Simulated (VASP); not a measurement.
Input of a VASP 6.6.1 run:

Contents of INCAR:

```
ALGO     = Normal         # electronic algorithm
EDIFF    = 1E-6           # SCF threshold, eV
ENCUT    = 520            # plane-wave cutoff, eV
GGA      = CA             # functional
ISIF     = 2              # what is computed and relaxed
ISMEAR   = 1              # smearing method
LASPH    = T              # aspherical terms in the spheres
LCHARG   = T              # write CHGCAR
LELF     = T              # ELF
LREAL    = F              # projectors in reciprocal space
LVHAR    = T            
LWAVE    = F              # write WAVECAR
NBANDS   = 18             # bands
NELM     = 60             # most SCF steps
PREC     = Accurate       # precision mode
SIGMA    = 0.1            # smearing width, eV
```

KPOINTS

```
k-points
0
Gamma
  5 5 5
```

File POSCAR:

```
TiAu
1.0
    3.2540000000      0.0000000000      0.0000000000
    0.0000000000      3.2540000000      0.0000000000
    0.0000000000      0.0000000000      3.2540000000
Ti Au
1 1
Direct
    0.5200000000      0.5000000000      0.5000000000
    0.0000000000      0.0000000000      0.0000000000
```

Potentials or basis: VASP PAW LDA potentials, release 64 (Ti_sv, Au).

The run is started by

```console
$ cat potpaw_LDA.64/Ti_sv/POTCAR potpaw_LDA.64/Au/POTCAR > POTCAR
$ mpirun -np 1 vasp_std > vasp.out
```

(1) Estimate the pressure.

(2) Predict the largest force.

## Answers

(1) -8.9 GPa.

(2) 0.150 eV/Å.

Caveat: the k points lie up to 0.39 Å⁻¹ apart.
